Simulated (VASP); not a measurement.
A run of VASP 6.6.1 is set up as follows.

INCAR

```
SYSTEM = MgBeS3
  ALGO = Normal
  EDIFF = 1E-6
  ENCUT = 750
  GGA = PE
  GGA_COMPAT = .FALSE.
  ISIF = 2
  ISMEAR = 0
  LASPH = .TRUE.
  LCHARG = .FALSE.
  LREAL = .FALSE.
  LWAVE = .FALSE.
  NBANDS = 41
  NELM = 120
  PREC = Accurate
  SIGMA = 0.1
```

KPOINTS

```
k-points
0
G
  4 2 2
  0 0 0
```

Contents of POSCAR:

```
MgBeS3
1.0
    1.8775995419     -3.2539547486     -0.0000212534
   -5.6102892583     -3.2410089483     -0.0003172689
   -0.0001813164     -0.0006555418     -7.4567977526
Mg Be S
2 2 6
Direct
    0.0006546638      0.6672315317      0.7909060964
    0.5009979159      0.1673447559      0.7907269285
    0.4987557532      0.8323169046      0.3551134038
   -0.0010150089      0.3323618528      0.3548875863
    0.5002492205      0.8332682959      0.6210915695
    0.0005605873      0.3333488465      0.6208266945
    0.5007929119      0.5010744977      0.9798716632
    1.0011181499      0.0011308880      0.9799088842
    0.4989464456      0.4993351718      0.2633112153
    0.9989393608     -0.0007460785      0.2633559585
```

Potentials or basis: VASP PAW PBE potentials, release 64 (Mg_sv, Be, S).

The run is started by

```sh
$ cat potpaw_PBE.64/Mg_sv/POTCAR potpaw_PBE.64/Be/POTCAR potpaw_PBE.64/S/POTCAR > POTCAR
$ mpirun -np 1 vasp_std > vasp.out
```

(1) Predict the largest force.

(2) What does it give for the band gap on the k mesh?

## Answers

(1) 0.105 eV/Å.

(2) 1.46 eV.

Caveat: the k points lie up to 0.48 Å⁻¹ apart.
